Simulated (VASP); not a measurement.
BIr3Br:

```xyz
5
Lattice="4.3813 0.0000 0.0000 0.0000 4.3813 0.0000 0.0000 0.0000 4.3813" Properties=species:S:1:pos:R:3 pbc="T T T"
B     2.1906    2.1906    2.1906
Ir    0.0000    2.1906    2.1906
Ir    2.1906    0.0000    2.1906
Ir    2.1906    2.1906    0.0000
Br    0.0000    0.0000    0.0000
```

| Item | Value |
| --- | --- |
| Program | VASP 6.6.1 |
| Task | relaxation of cell and atoms |
| Functional | PBEsol |
| Potentials or basis | VASP PAW PBE potentials, release 64 (B, Ir, Br) |
| Cutoff | 600 eV |
| k mesh | 4 × 4 × 4 |
| Occupations | gaussian, width 0.1175 eV |
| Spin | no spin polarisation |
| Hubbard terms | Ir d U = 4.0 eV |

At the start: pressure -26.9 GPa; volume 16.82 Å³/atom.

Problem. How do energy, volume and symmetry change on relaxing?

Solution. Over 5 steps the energy falls by 309.8 meV/atom and the volume is 13.79 Å³/atom (-18.0 %); space group Pm-3m (No. 221, to 0.05 Å).

Step by step:
```
step  energy change (eV)  largest force (eV/Å)  pressure (GPa)  volume (Å³)
   1              0.0000                0.0000          -26.88        84.10
   2              1.9215                0.0000           94.28        54.22
   3             -1.5422                0.0000           -2.62        69.83
   4             -1.5485                0.0000           -0.83        69.25
   5             -1.5492                0.0000            0.07        68.97
```

Final structure:
```
B Ir Br
1.0
     4.10104    0.00000    0.00000
     0.00000    4.10104    0.00000
     0.00000    0.00000    4.10104
B Ir Br
1 3 1
Direct
  0.50000 0.50000 0.50000
  0.00000 0.50000 0.50000
  0.50000 0.00000 0.50000
  0.50000 0.50000 0.00000
  0.00000 0.00000 0.00000
```

Caveat: the electronic state changed during the relaxation; the volume moved by over 15 % at a fixed basis, so the end points are rough; the PAW data sets were made with another functional, which shifts forces and pressure a little; an odd number of electrons without spin polarisation forces a metal; a magnetic or distorted state may lie lower; U without spin polarisation on a metal has little footing.
